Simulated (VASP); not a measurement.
# Tl (Im-3m) in VASP: notebook, part 2 of 2

VASP 6.6.1. Earlier steps stand in the parts before.

## Step 5: Single point, PBEsol (strain +0.050 along x and y, +0.050 along z)

Input file INCAR:

```
PREC = Accurate
ENCUT = 520
EDIFF = 1E-6
ISMEAR = 0
SIGMA = 0.15
LREAL = F
LASPH = T
NELM = 100
ALGO = Normal
ISIF = 2
LWAVE = F
LCHARG = T
GGA = PS
LELF = T
LVHAR = T
NBANDS = 12
```

Input file KPOINTS:

```
regular mesh
0
Gamma
  18 18 18
```

Input file POSCAR:

```
Tl
1.0
   -2.0380500000      2.0380500000      2.0380500000
    2.0380500000     -2.0380500000      2.0380500000
    2.0380500000      2.0380500000     -2.0380500000
Tl
1
Direct
    0.0000000000      0.0000000000      0.0000000000
```

Potentials or basis: VASP PAW PBE potentials, release 64 (Tl_d).

On the command line:

```sh
$ cat potpaw_PBE.64/Tl_d/POTCAR > POTCAR
$ mpirun -np 1 vasp_std > vasp.out
```

OUTCAR:

```text
PREC = Accurate
   ENCUT = 520
   EDIFF = 1E-6
   ISMEAR = 0
   LREAL = F
   LASPH = T
   NELM = 100
   ISIF = 2
   GGA = PS

 ion  position               nearest neighbor table
   1  0.000  0.000  0.000-

  LATTYP: Found a body centered cubic cell.
 ALAT       =     4.0761000000

  Lattice vectors:

 A1 = (  -2.0380500000,   2.0380500000,   2.0380500000)
 A2 = (   2.0380500000,  -2.0380500000,   2.0380500000)
 A3 = (   2.0380500000,   2.0380500000,  -2.0380500000)

Analysis of symmetry for initial positions (statically):
=====================================================================
 Subroutine PRICEL returns:
 Original cell was already a primitive cell.

 Routine SETGRP: Setting up the symmetry group for a
 body centered cubic supercell.

 Subroutine GETGRP returns: Found 48 space group operations
 (whereof 48 operations were pure point group operations)
 out of a pool of 48 trial point group operations.

The static configuration has the point symmetry O_h .

Analysis of symmetry for dynamics (positions and initial velocities):
=====================================================================
[... 160 lines left out ...]
 fundamental gap:      0.0176840696
 Fermi energy:         4.7855253023

 k-point     1 :       0.0000    0.0000    0.0000
  band No.  band energies     occupation
      1      -6.6550      2.00000
      2      -6.6550      2.00000
      3      -6.6550      2.00000
      4      -6.3668      2.00000
      5      -6.3668      2.00000
      6      -4.2506      2.00000
      7      13.9198      0.00000
      8      13.9198      0.00000
      9      13.9198      0.00000
     10      16.6359      0.00000
     11      16.6359      0.00000
     12      16.6359      0.00000
[... 331 lines left out ...]
 k-point    24 :       0.3889    0.1111    0.0000
  band No.  band energies     occupation
      1      -6.7498      2.00000
      2      -6.6817      2.00000
      3      -6.3920      2.00000
      4      -6.3802      2.00000
      5      -6.2230      2.00000
      6      -0.5657      2.00000
      7       3.2815      2.00000
      8       8.6936      0.00000
      9      10.8589      0.00000
     10      14.5056      0.00000
     11      16.4575      0.00000
     12      18.5130      0.00000

 [... further k-points ...]
[... 5 lines left out ...]
  --------------------------------------------------------------------------------------
  -------------------------------------------------------------------------------------
  Total       -0.8403164     -0.8403164     -0.8403164      0.0000000      0.0000000     -0.0000000
  in kB      -39.7602350    -39.7602350    -39.7602350      0.0000000      0.0000000     -0.0000000
  external PRESSURE =     -39.7602350 kB  Pullay stress =       0.0000000 kB

 VOLUME and BASIS-vectors are now :
 -----------------------------------------------------------------------------
  energy-cutoff  :      520.00
  volume of cell :       33.86
      direct lattice vectors                 reciprocal lattice vectors
    -2.038050000  2.038050000  2.038050000     0.000000000  0.245332548  0.245332548
     2.038050000 -2.038050000  2.038050000     0.245332548  0.000000000  0.245332548
     2.038050000  2.038050000 -2.038050000     0.245332548  0.245332548  0.000000000

 POSITION                                       TOTAL-FORCE (eV/Angst)
 -----------------------------------------------------------------------------------
      0.00000      0.00000      0.00000        -0.000000      0.000000     -0.000000
 -----------------------------------------------------------------------------------
    total drift:                               -0.000000     -0.000000     -0.000000

  FREE ENERGIE OF THE ION-ELECTRON SYSTEM (eV)
  ---------------------------------------------------
  free  energy   TOTEN  =        -2.5530713587 eV

  energy  without entropy=       -2.5473152004  energy(sigma->0) =       -2.55019328
```

stdout:

```text
POSCAR found type information on POSCAR Tl
 POSCAR found :  1 types and       1 ions
 scaLAPACK will be used
 -----------------------------------------------------------------------------
|                                                                             |
|                                                                             |
|     You enforced a specific xc type in the INCAR file but a different       |
|     I HOPE YOU KNOW WHAT YOU ARE DOING!                                     |
|                                                                             |
 -----------------------------------------------------------------------------

 LDA part: xc-table for (Slater+PW92), standard interpolation
 POSCAR, INCAR and KPOINTS ok, starting setup
 FFT: planning ... GRIDC
 FFT: planning ... GRID_SOFT
 FFT: planning ... GRID
 WAVECAR not read
 entering main loop
```

It took 1.8 min on 1 thread of Intel Xeon 8259CL, shared host; peak memory 0.22 GiB.

Results:

* Free energy: -2.5531 eV
* Pressure: -4.0 GPa
* Band gap on the k mesh: zero (an odd number of electrons rules out a gap without spin polarisation)

Levels at points of the mesh, in eV from the Fermi level:
| k point | band 3 | band 4 | band 5 | band 6 | band 7 | band 8 | band 9 | band 10 |
| --- | --- | --- | --- | --- | --- | --- | --- | --- |
| (0.00, 0.00, 0.00) | -11.44 | -11.15 | -11.15 | -9.04 | 9.13 | 9.13 | 9.13 | 11.85 |
| (0.50, 0.00, 0.00) | -11.17 | -11.15 | -10.97 | -5.14 | -2.16 | 5.10 | 6.53 | 8.81 |
| (0.50, 0.50, 0.50) | -11.01 | -11.01 | -11.01 | -2.49 | 1.40 | 1.40 | 1.40 | 5.94 |

Caveat: the cell differs from its parent crystal (strain +0.050 along x and y, +0.050 along z); the cell stands under tension; the PAW data sets were made with another functional, which shifts forces and pressure a little; spin-orbit coupling is left out, which moves the levels of the heavy elements.

## Step 6: The runs side by side

| cell | gap on the mesh (eV) | pressure (GPa) |
| --- | --- | --- |
| a = 3.194 Å, angles 109.5°, 1 atom | none | 6.7 |
| a = 3.278 Å, angles 109.5°, 1 atom | none | 2.1 |
| a = 3.446 Å, angles 109.5°, 1 atom | none | -2.8 |
| a = 3.530 Å, angles 109.5°, 1 atom | none | -4.0 |

Alike in all rows: task single point; level PBEsol; potentials or basis VASP PAW PBE potentials, release 64 (Tl_d); no spin polarisation; k mesh 18 × 18 × 18; cutoff (eV) 520; smearing gaussian 0.15 eV.

Caveats: the PAW data sets were made with another functional, which shifts forces and pressure a little; spin-orbit coupling is left out, which moves the levels of the heavy elements; the cell stands under pressure (at least some runs); the cell stands under tension (at least some runs).

Absolute energies hang on the potentials; compare differences alone.

The gap in the log of VASP goes by the Fermi energy; the results here count the filled bands.